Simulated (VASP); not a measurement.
## SiB6: relaxation of cell and atoms with PBE

Crystal: SiB6.

```
CELL_PARAMETERS angstrom
4.13241 0.00000 0.00000
0.00000 4.13241 0.00000
0.00000 0.00000 4.13241
ATOMIC_POSITIONS crystal
Si 0.00000 0.00000 0.00000
B 0.20024 0.50000 0.50000
B 0.50000 0.20024 0.50000
B 0.79976 0.50000 0.50000
B 0.50000 0.79976 0.50000
B 0.50000 0.50000 0.20024
B 0.50000 0.50000 0.79976
```

- Program: VASP 6.6.1
- Task: relaxation of cell and atoms
- Functional: PBE
- Potentials or basis: VASP PAW PBE potentials, release 64 (Si, B)
- Cutoff: 600 eV
- k mesh: 10 × 10 × 10
- Occupations: gaussian, width 0.01 eV
- Spin: no spin polarisation
- Dipole correction: no
- Further INCAR settings: ALGO = Normal; EDIFF = 1e-06; IBRION = 2; EDIFFG = -0.01; NSW = 100; ISIF = 3

```yaml
Energy_gained_by_relaxing: 0.0 meV/atom
Ionic_steps: 3
Pressure_after_relaxing: 0.0 GPa
Band_gap_on_the_k_mesh: 0.06 eV (least direct gap 0.67 eV)
```

Final structure:
```
Si B
1.0
     4.13254    0.00000    0.00000
     0.00000    4.13254    0.00000
     0.00000    0.00000    4.13254
Si B
1 6
Direct
  0.00000 0.00000 0.00000
  0.20014 0.50000 0.50000
  0.50000 0.20014 0.50000
  0.79986 0.50000 0.50000
  0.50000 0.79986 0.50000
  0.50000 0.50000 0.20014
  0.50000 0.50000 0.79986
```

Levels at points of the mesh, in eV from the valence-band top:
```
           k point  band 9  band 10  band 11  band 12  band 13  band 14
(0.00, 0.00, 0.00)   -0.22    -0.22    -0.22     1.16     1.16     1.16
(0.50, 0.00, 0.00)   -3.34    -1.91     0.00     0.67     1.59     2.43
(0.50, 0.50, 0.00)   -2.13    -1.69    -1.69     0.06     0.06     0.27
(0.50, 0.50, 0.50)   -1.29    -1.29    -1.29     3.07     3.07     3.07
```

It took 2.9 min on 1 thread of Intel Xeon 8259CL (shared host), peak memory 0.24 GiB.

A k mesh can miss the band edges.
